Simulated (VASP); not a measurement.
Here is a VASP 6.6.1 calculation.

File INCAR:

```
SYSTEM = InSb
PREC = Accurate ; ENCUT = 520
EDIFF = 1E-6 ; ISMEAR = 0
SIGMA = 0.1 ; LREAL = .False.
LASPH = .True. ; NELM = 80
ALGO = Normal ; ISIF = 2
LWAVE = .False. ; LCHARG = .True.
GGA = PE ; LELF = .True.
LVHAR = .True. ; NBANDS = 16
```

KPOINTS

```
regular mesh
0
Gamma
  14 14 14
  0 0 0
```

Contents of POSCAR:

```
InSb
1.0
   -2.9581623212      2.9581623212      1.6177544584
    2.9581623212     -2.9581623212      1.6177544584
    2.9581623212      2.9581623212     -1.6177544584
In Sb
1 1
Direct
    0.2500000000      0.7500000000      0.5000000000
    0.0000000000      0.0000000000      0.0000000000
```

Potentials or basis: VASP PAW PBE potentials, release 64 (In_d, Sb).

The run is started by

```sh
$ cat potpaw_PBE.64/In_d/POTCAR potpaw_PBE.64/Sb/POTCAR > POTCAR
$ mpirun -np 1 vasp_std > vasp.out
```

Task: Estimate the pressure.

Result: 0.0 GPa.

Task: Estimate the band gap on the k mesh.

Result: Zero (band 9 reaches 8.73 eV, above the bottom of band 10 at 4.75 eV).

Caveat: spin-orbit coupling is left out, which moves the levels of the heavy elements.
